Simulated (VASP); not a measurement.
# Te3Ru (P4/mmm) in VASP: a series of runs, part 2 of 2

VASP 6.6.1. Earlier steps stand in the parts before.

## Step 3: Relaxation of cell and atoms, PBE

This run uses another cell than the first one, of 30.77 Å³/atom.

The input, INCAR:

```
  PREC = Accurate
  ENCUT = 600
  EDIFF = 1E-6
  ISMEAR = 0
  SIGMA = 0.1
  LREAL = F
  LASPH = T
  NELM = 100
  ALGO = Normal
  ISIF = 3
  LWAVE = F
  LCHARG = F
  GGA = PE
  IBRION = 2
  NSW = 90
  EDIFFG = -0.04
```

The input, KPOINTS:

```
Automatic mesh
0
Gamma
  4 4 4
```

The input, POSCAR:

```
Te3Ru
1.0
    4.4332599400      0.0000000000      0.0000000000
    0.0000000000      4.4332599400      0.0000000000
    0.0000000000      0.0000000000      6.2627736000
Te Ru
3 1
Direct
    0.5000000000      0.5000000000      0.1773010300
    0.5000000000      0.5000000000      0.8226989700
    0.0000000000      0.0000000000      0.0000000000
    0.5000000000      0.5000000000      0.5000000000
```

Potentials or basis: VASP PAW PBE potentials, release 64 (Te, Ru_pv).

Run with:

```
> cat potpaw_PBE.64/Te/POTCAR potpaw_PBE.64/Ru_pv/POTCAR > POTCAR
> mpirun -np 1 vasp_std > vasp.out
```

OUTCAR:

```text
PREC = Accurate
   ENCUT = 600
   EDIFF = 1E-6
   ISMEAR = 0
   LREAL = F
   LASPH = T
   NELM = 100
   ISIF = 3
   GGA = PE
   IBRION = 2
   NSW = 90
   EDIFFG = -0.04

 ion  position               nearest neighbor table
   1  0.500  0.500  0.177-   4 2.02   2 2.22   3 3.33   3 3.33   3 3.33   3 3.33
   2  0.500  0.500  0.823-   4 2.02   1 2.22   3 3.33   3 3.33   3 3.33   3 3.33
   3  0.000  0.000  0.000-   1 3.33   2 3.33   1 3.33   2 3.33   1 3.33   2 3.33   1 3.33   2 3.33

   4  0.500  0.500  0.500-   1 2.02   2 2.02

  LATTYP: Found a simple tetragonal cell.
 ALAT       =     4.4332599400
 C/A-ratio  =     1.4126790860

  Lattice vectors:

 A1 = (   4.4332599400,   0.0000000000,   0.0000000000)
 A2 = (   0.0000000000,   4.4332599400,   0.0000000000)
 A3 = (   0.0000000000,   0.0000000000,   6.2627736000)

Analysis of symmetry for initial positions (statically):
=====================================================================
 Subroutine PRICEL returns:
 Original cell was already a primitive cell.

 Routine SETGRP: Setting up the symmetry group for a
 simple tetragonal supercell.

 Subroutine GETGRP returns: Found 16 space group operations
 (whereof 16 operations were pure point group operations)
 out of a pool of 16 trial point group operations.

The static configuration has the point symmetry D_4h.

Analysis of symmetry for dynamics (positions and initial velocities):
=====================================================================
 Subroutine PRICEL returns:
 Original cell was already a primitive cell.

 Routine SETGRP: Setting up the symmetry group for a
 simple tetragonal supercell.

 Subroutine GETGRP returns: Found 16 space group operations
 (whereof 16 operations were pure point group operations)
 out of a pool of 16 trial point group operations.

The dynamic configuration has the point symmetry D_4h.

 Subroutine INISYM returns: Found 16 space group operations
 (whereof 16 operations are pure point group operations),
 and found     1 'primitive' translations
[... 105 lines left out ...]
   EMIN   =  10.00;   EMAX   =-10.00  energy-range for DOS
   EFERMI =   0.00;   METHOD = LEGACY
   ISMEAR =     0;   SIGMA  =   0.10  broadening in eV -4-tet -1-fermi 0-gaus
   EFERMI_NEDOS =   21; number of points for ismear=-14 and -15
   IALGO  =     38    algorithm
   IMIX   =      4    mixing-type and parameters
     AMIX     =   0.40;   BMIX     =  1.00
     AMIX_MAG =   1.60;   BMIX_MAG =  1.00
  volume/ion in A,a.u.               =      30.77       207.66
  Fermi-wavevector in a.u.,A,eV,Ry     =   1.044850  1.974479 14.853626  1.091711
  Thomas-Fermi vector in A             =   2.179620
   LORBIT       =      0    0 simple, 1 ext, 2 COOP (PROOUT), +10 PAW based schemes
   GGA     = PE    functional components
   LHFCALC =     F    Hartree Fock is set to
   AEXX    =    0.0000 exact exchange contribution
   IVDW    =     0    specifies the selected vdW correction
   LEPSILON=     F    determine dielectric tensor
   LRPA    =     F    only Hartree local field effects (RPA)
 conjugate gradient relaxation of ions
 non-spin polarized calculation
 Gauss-broadening in eV      SIGMA  =   0.10
  energy-cutoff  :      600.00
  volume of cell :      123.09
 maximum number of plane-waves:      4129
 NGX is ok and might be reduce to    36
   NGX = 17   NGY = 17   NGZ = 25

--------------------------------------- Ionic step        1  -------------------------------------------

 number of electron      31.9999994 magnetization

 Free energy of the ion-electron system (eV)
  ---------------------------------------------------
  ext. energy  EPLUGINS =         0.00000000
  ---------------------------------------------------
  free energy    TOTEN  =        -5.80328318 eV

  energy without entropy =       -5.76646760  energy(sigma->0) =       -5.78487539

------------------------ aborting loop because EDIFF is reached ----------------------------------------

  FORCE on cell =-STRESS in cart. coord.  units (eV):
  Direction    XX          YY          ZZ          XY          YZ          ZX
  --------------------------------------------------------------------------------------
  -------------------------------------------------------------------------------------
  Total        1.4698555      1.4698555     88.5607299      0.0000000     -0.0000000      0.0000000
  in kB       19.1325176     19.1325176   1152.7593788      0.0000000     -0.0000000      0.0000000
  external PRESSURE =     397.0081380 kB  Pullay stress =       0.0000000 kB
[... 1782 lines left out ...]
     19      13.4882      0.00000
     20      15.2803      0.00000

[... ionic steps 4 to 35 ...]

--------------------------------------- Ionic step       36  -------------------------------------------

 number of electron      32.0000023 magnetization

------------------------ aborting loop because EDIFF is reached ----------------------------------------
[... 71 lines left out ...]
--------------------------------------- Ionic step       38  -------------------------------------------

 number of electron      32.0000025 magnetization

 Free energy of the ion-electron system (eV)
  ---------------------------------------------------
  ext. energy  EPLUGINS =         0.00000000
  ---------------------------------------------------
  free energy    TOTEN  =       -15.90965957 eV

  energy without entropy =      -15.86854523  energy(sigma->0) =      -15.88910240

 E-fermi :   7.2428     XC(G=0): -10.2794

 val. band max:        7.2274893978   @ k =   0.5000   0.2500   0.5000
 cond. band min:       7.2526966850   @ k =   0.5000   0.2500   0.0000
 fundamental gap:      0.0252072872
 Fermi energy:         7.2427746878
[... 443 lines left out ...]
  FREE ENERGIE OF THE ION-ELECTRON SYSTEM (eV)
  ---------------------------------------------------
  free  energy   TOTEN  =       -15.9096595689 eV

  energy  without entropy=      -15.8685452273  energy(sigma->0) =      -15.88910240

 reached required accuracy - stopping structural energy minimisation
```

CONTCAR:

```text
Te3Ru
   1.00000000000000
     3.1585580514159570    0.0000000000000000   -0.0000000000000000
     0.0000000000000000    3.1585580514159570    0.0000000000000000
     0.0000000000000000   -0.0000000000000000   10.6190751092304616
  Te              Ru
     3     1
Direct
     0.5000000000000000    0.5000000000000000    0.2635455954334912
     0.5000000000000000    0.5000000000000000    0.7364544045665089
     0.0000000000000000    1.0000000000000000    0.0000000000000000
     0.5000000000000000    0.5000000000000000    0.5000000000000000

  0.00000000E+00  0.00000000E+00  0.00000000E+00
  0.00000000E+00  0.00000000E+00  0.00000000E+00
  0.00000000E+00  0.00000000E+00  0.00000000E+00
  0.00000000E+00  0.00000000E+00  0.00000000E+00
```

Wall time 20 min (1 thread of Intel Xeon Platinum 8488C (Sapphire Rapids), shared host); peak memory 0.27 GiB.

Results:

```
Free energy                           : -15.9097 eV
Relaxed volume                        : 26.49 Å³/atom
Relaxed cell                          : a = 3.159 Å, b = 3.159 Å, c = 10.619 Å, α = 90.00°, β = 90.00°, γ = 90.00°
Space group after relaxing (to 0.1 Å) : P4/mmm (No. 123)
Energy gained by relaxing             : 2526.6 meV/atom
Ionic steps                           : 38
Pressure after relaxing               : -0.1 GPa
Largest force after relaxing          : 0.016 eV/Å
Band gap on the k mesh                : zero (bands 16 and 17 overlap by 2.49 eV)
```

Forces on the atoms (eV/Å):
```
Te   0.000  0.000  0.016
Te   0.000  0.000 -0.016
Te   0.000  0.000  0.000
Ru   0.000  0.000  0.000
```

Step by step:
| step | energy change (eV) | largest force (eV/Å) | pressure (GPa) | volume (Å³) |
| --- | --- | --- | --- | --- |
| 1 | 0.0000 | 1.5360 | 39.70 | 123.09 |
| 2 | -0.3833 | 0.6354 | -8.76 | 263.66 |
| 3 | -6.4417 | 1.9570 | -6.00 | 176.82 |
| 4 | -6.8927 | 2.3630 | -5.44 | 170.60 |
| 5 | -6.9553 | 3.7258 | 3.50 | 146.34 |
| 6 | -7.2818 | 3.2103 | -2.84 | 159.86 |
| 7 | -7.3072 | 3.4148 | -1.75 | 156.65 |
| 8 | -8.0553 | 0.8018 | -2.55 | 150.08 |
| 9 | -8.2304 | 0.1761 | -2.44 | 146.35 |
| 10 | -8.2776 | 2.3651 | 0.62 | 138.84 |
| 11 | -8.3123 | 0.9883 | -1.00 | 142.79 |
| 12 | -8.8093 | 0.2560 | -3.94 | 134.14 |
| 13 | -8.8762 | 0.6571 | -4.64 | 131.01 |
| 14 | -9.2325 | 0.7420 | 0.98 | 110.34 |
| 15 | -9.2349 | 0.7278 | 1.82 | 108.33 |
| 16 | -9.3128 | 0.6113 | 3.19 | 103.81 |
| 17 | -9.5839 | 1.1681 | 6.63 | 96.48 |
| 18 | -8.3381 | 0.0028 | 29.26 | 81.15 |
| 19 | -9.6336 | 0.6280 | 9.82 | 92.68 |
| 20 | -9.6863 | 0.5865 | 9.86 | 92.41 |
| 21 | -9.6865 | 0.5836 | 9.90 | 92.40 |
| 22 | -9.7183 | 0.6041 | 9.27 | 92.92 |
| 23 | -9.8024 | 0.6641 | 7.50 | 94.48 |
| 24 | -9.9238 | 0.7774 | 4.31 | 97.66 |
| 25 | -10.0043 | 0.9863 | -0.67 | 104.24 |
| 26 | -10.0050 | 0.9704 | -0.34 | 103.70 |
| 27 | -10.0210 | 0.8734 | -0.21 | 103.90 |
| 28 | -10.0527 | 0.5531 | -0.06 | 104.52 |
| 29 | -10.0343 | 0.2329 | 0.78 | 105.73 |
| 30 | -10.0592 | 0.3223 | 0.11 | 104.91 |
| 31 | -10.0683 | 0.2800 | 0.03 | 105.11 |
| 32 | -10.0872 | 0.1765 | -0.15 | 105.68 |
| 33 | -10.1037 | 0.0407 | -0.49 | 106.81 |
| 34 | -10.1041 | 0.0140 | -0.58 | 107.03 |
| 35 | -10.1060 | 0.0685 | 0.10 | 105.88 |
| 36 | -10.1061 | 0.0592 | 0.10 | 106.00 |
| 37 | -10.1061 | 0.0527 | 0.02 | 106.09 |
| 38 | -10.1064 | 0.0156 | -0.06 | 105.94 |

Final structure:
```xyz
4
Lattice="3.1586 0.0000 0.0000 0.0000 3.1586 0.0000 0.0000 0.0000 10.6191" Properties=species:S:1:pos:R:3 pbc="T T T"
Te    1.5793    1.5793    2.7986
Te    1.5793    1.5793    7.8205
Te    0.0000    3.1586    0.0000
Ru    1.5793    1.5793    5.3095
```

Caveat: a cell axis changed by over 15 % at a fixed basis, so the end point is rough; spin-orbit coupling is left out, which moves the levels of the heavy elements.

## Step 4: Single point, PBE, collinear spin, ferromagnetic start

This run uses another cell than the first one, of 29.74 Å³/atom.

The input, INCAR:

```
SYSTEM = Te3Ru
  PREC = Accurate
  ENCUT = 520
  EDIFF = 1E-7
  ISMEAR = 0
  SIGMA = 0.1
  LREAL = .FALSE.
  LASPH = .TRUE.
  NELM = 150
  ALGO = Normal
  ISIF = 2
  LWAVE = .FALSE.
  LCHARG = .FALSE.
  ISPIN = 2
  MAGMOM = 0 0 0 1
  LORBIT = 11
  LMAXMIX = 4
  GGA = PE
  NBANDS = 28
```

The input, KPOINTS:

```
Automatic mesh
0
G
  6 6 2
  0 0 0
```

The input, POSCAR:

```
Te3Ru
1.0
    3.0103588675      0.0000000000      0.0000000000
    0.0000000000      3.0103588675      0.0000000000
    0.0000000000      0.0000000000     13.1273547053
Te Ru
3 1
Direct
    0.5000000000      0.5000000000      0.3060427746
    0.5000000000      0.5000000000      0.6939572254
    0.0000000000      0.0000000000      0.0000000000
    0.5000000000      0.5000000000      0.5000000000
```

Potentials or basis: VASP PAW PBE potentials, release 64 (Te, Ru_pv).

Run with:

```
> cat potpaw_PBE.64/Te/POTCAR potpaw_PBE.64/Ru_pv/POTCAR > POTCAR
> mpirun -np 1 vasp_std > vasp.out
```

OUTCAR:

```text
SYSTEM = Te3Ru
   PREC = Accurate
   ENCUT = 520
   EDIFF = 1E-7
   ISMEAR = 0
   LREAL = .FALSE.
   LASPH = .TRUE.
   NELM = 150
   ISIF = 2
   ISPIN = 2
   LORBIT = 11
   GGA = PE

 ion  position               nearest neighbor table
   1  0.500  0.500  0.306-   4 2.55
   2  0.500  0.500  0.694-   4 2.55
   3  0.000  0.000  0.000-
   4  0.500  0.500  0.500-   1 2.55   2 2.55

  LATTYP: Found a simple tetragonal cell.
 ALAT       =     3.0103588675
 C/A-ratio  =     4.3607275023

  Lattice vectors:

 A1 = (   3.0103588675,   0.0000000000,   0.0000000000)
 A2 = (   0.0000000000,   3.0103588675,   0.0000000000)
 A3 = (   0.0000000000,   0.0000000000,  13.1273547053)

Analysis of symmetry for initial positions (statically):
=====================================================================
 Subroutine PRICEL returns:
 Original cell was already a primitive cell.

[... 1436 lines left out ...]

  FORCE on cell =-STRESS in cart. coord.  units (eV):
  Direction    XX          YY          ZZ          XY          YZ          ZX
  --------------------------------------------------------------------------------------
  -------------------------------------------------------------------------------------
  Total       -0.0338092     -0.0338092      0.5190763      0.0000000      0.0000000      0.0000000
  in kB       -0.4553359     -0.4553359      6.9908182      0.0000000      0.0000000      0.0000000
  external PRESSURE =       2.0267155 kB  Pullay stress =       0.0000000 kB

 VOLUME and BASIS-vectors are now :
 -----------------------------------------------------------------------------
  energy-cutoff  :      520.00
  volume of cell :      118.96
      direct lattice vectors                 reciprocal lattice vectors
     3.010358867  0.000000000  0.000000000     0.332186309  0.000000000  0.000000000
     0.000000000  3.010358867  0.000000000     0.000000000  0.332186309  0.000000000
     0.000000000  0.000000000 13.127354705     0.000000000  0.000000000  0.076176810

 POSITION                                       TOTAL-FORCE (eV/Angst)
 -----------------------------------------------------------------------------------
      1.50518      1.50518      4.01753        -0.000000      0.000000     -0.078008
      1.50518      1.50518      9.10982         0.000000     -0.000000      0.078008
      0.00000      0.00000      0.00000         0.000000      0.000000      0.000000
      1.50518      1.50518      6.56368         0.000000      0.000000      0.000000
 -----------------------------------------------------------------------------------
    total drift:                                0.000000      0.000000     -0.000000

  FREE ENERGIE OF THE ION-ELECTRON SYSTEM (eV)
  ---------------------------------------------------
  free  energy   TOTEN  =       -16.6587770833 eV

  energy  without entropy=      -16.6257027159  energy(sigma->0) =      -16.64223990

 total charge

# of ion       s       p       d       tot
------------------------------------------
    1        1.414   1.869   0.070   3.352
    2        1.414   1.869   0.070   3.352
    3        1.416   1.831   0.043   3.290
    4        0.283   6.137   6.021  12.441
--------------------------------------------------
tot          4.527  11.706   6.203  22.436

 magnetization (x)

# of ion       s       p       d       tot
------------------------------------------
    1       -0.001  -0.000  -0.001  -0.002
    2       -0.001  -0.000  -0.001  -0.002
    3        0.000   0.008   0.000   0.008
    4        0.006   0.007   0.801   0.814
--------------------------------------------------
tot          0.004   0.015   0.800   0.818
```

OSZICAR:

```text
N       E                     dE             d eps       ncg     rms          rms(c)
DAV:   1     0.163479455778E+03    0.16348E+03   -0.14734E+04  2592   0.958E+02
DAV:   2    -0.923019255023E+01   -0.17271E+03   -0.16322E+03  2680   0.217E+02
DAV:   3    -0.171414544298E+02   -0.79113E+01   -0.77343E+01  2680   0.416E+01
[... 14 lines left out ...]
DAV:  18    -0.166587729502E+02   -0.66138E-05   -0.36438E-06  2772   0.957E-03    0.819E-03
DAV:  19    -0.166587757079E+02   -0.27577E-05   -0.17246E-06  2772   0.743E-03    0.497E-03
DAV:  20    -0.166587766407E+02   -0.93276E-06   -0.67118E-07  2664   0.379E-03    0.314E-03
DAV:  21    -0.166587770202E+02   -0.37946E-06   -0.17771E-07  2080   0.207E-03    0.114E-03
DAV:  22    -0.166587770833E+02   -0.63101E-07   -0.22538E-08  1148   0.764E-04
   1 F= -.16658777E+02 E0= -.16642240E+02  d E =-.330744E-01  mag=     0.8708
```

stdout:

```text
POSCAR found type information on POSCAR TeRu
 POSCAR found :  2 types and       4 ions
 scaLAPACK will be used
 LDA part: xc-table for (Slater+PW92), standard interpolation
 POSCAR, INCAR and KPOINTS ok, starting setup
 FFT: planning ... GRIDC
 FFT: planning ... GRID_SOFT
 FFT: planning ... GRID
 WAVECAR not read
 entering main loop
```

Run time: 1.8 min. Hardware: 1 thread of Intel Xeon Platinum 8488C (Sapphire Rapids), shared host; peak memory 0.32 GiB.

Results:

| Quantity | Value |
| --- | --- |
| Free energy | -16.6588 eV |
| Pressure | 0.2 GPa |
| Largest force | 0.078 eV/Å |
| Net moment | 0.87 μB per cell |
| Site moments | Te -0.00, +0.01 (each value once); Ru +0.81 μB |
| Valence electrons inside the program's atomic spheres | Te 3.35, 3.29 (each value once); Ru 12.44 |

Forces in eV/Å, atoms in the order of the input:
```
Te   0.000  0.000 -0.078
Te   0.000  0.000  0.078
Te   0.000  0.000  0.000
Ru   0.000  0.000  0.000
```

Stress tensor (GPa, compression positive):
```
-0.05  0.00  0.00
 0.00 -0.05  0.00
 0.00  0.00  0.70
```

Caveat: spin-orbit coupling is left out, which moves the levels of the heavy elements; this functional lacks dispersion, which binds layers or chains, so the pressure and a relaxed spacing across them are unreliable.

## Step 5: Summary

| task | spin | cell | k mesh | cutoff (eV) | gap on the mesh (eV) | pressure (GPa) | relaxed volume (Å³/atom) | largest force (eV/Å) |
| --- | --- | --- | --- | --- | --- | --- | --- | --- |
| relaxation of cell and atoms | off | relaxed from a = 3.151, b = 3.151, c = 10.773 Å, 4 atoms, atomic positions A | 6 × 6 × 2 | 600 | none | 0.0 | 31.45 | 0.03 |
| relaxation of cell and atoms | off | relaxed from a = 4.433, b = 4.433, c = 6.263 Å, 4 atoms, atomic positions B | 4 × 4 × 4 | 600 | none | -0.1 | 26.49 | 0.02 |
| single point | collinear, ferromagnetic start | a = 3.010, b = 3.010, c = 13.127 Å, 4 atoms, atomic positions C | 6 × 6 × 2 | 520 | none | 0.2 | - | 0.08 |

Alike in all rows: level PBE; potentials or basis VASP PAW PBE potentials, release 64 (Te, Ru_pv); smearing gaussian 0.1 eV.

Caveats: spin-orbit coupling is left out, which moves the levels of the heavy elements; this functional lacks dispersion, which binds layers or chains, so the pressure and a relaxed spacing across them are unreliable (at least some runs); the volume moved by over 15 % at a fixed basis, so the end points are rough (at least some runs); a cell axis changed by over 15 % at a fixed basis, so the end point is rough (at least some runs).

Absolute energies hang on the potentials; compare differences alone.

The gap in the log of VASP goes by the Fermi energy; the results here count the filled bands.